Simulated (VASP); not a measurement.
Here is a VASP 6.6.1 calculation.

The input INCAR:

```
SYSTEM = KF
PREC = Accurate
ENCUT = 520
EDIFF = 1E-6
ISMEAR = -1
SIGMA = 0.02
LREAL = .FALSE.
LASPH = .TRUE.
NELM = 100
ALGO = Normal
ISIF = 2
LWAVE = .FALSE.
LCHARG = .FALSE.
GGA = CA
NBANDS = 15
```

Contents of KPOINTS:

```
regular mesh
0
G
  9 9 9
  0 0 0
```

File POSCAR:

```
KF
1.0
    3.2589550000      0.0000000000      0.0000000000
    0.0000000000      3.2589550000      0.0000000000
    0.0000000000      0.0000000000      3.2589550000
K F
1 1
Direct
    0.0141726412      0.0141726412      0.0141726412
    0.5000000000      0.5000000000      0.5000000000
```

Potentials or basis: VASP PAW LDA potentials, release 64 (K_sv, F).

Run with:

```bash
$ cat potpaw_LDA.64/K_sv/POTCAR potpaw_LDA.64/F/POTCAR > POTCAR
$ mpirun -np 1 vasp_std > vasp.out
```

What does it give for the band gap on the k mesh?

5.92 eV, indirect (least direct gap 5.96 eV).

Predict the largest force.

0.030 eV/Å.

Predict the pressure.

-5.6 GPa.

Forces on the atoms (eV/Å):
```
K   -0.017 -0.017 -0.017
F    0.017  0.017  0.017
```

Caveat: the cell differs from its parent crystal (atom 1 (K) moved by [0.046188, 0.046188, 0.046188] A). A k mesh can miss the band edges.
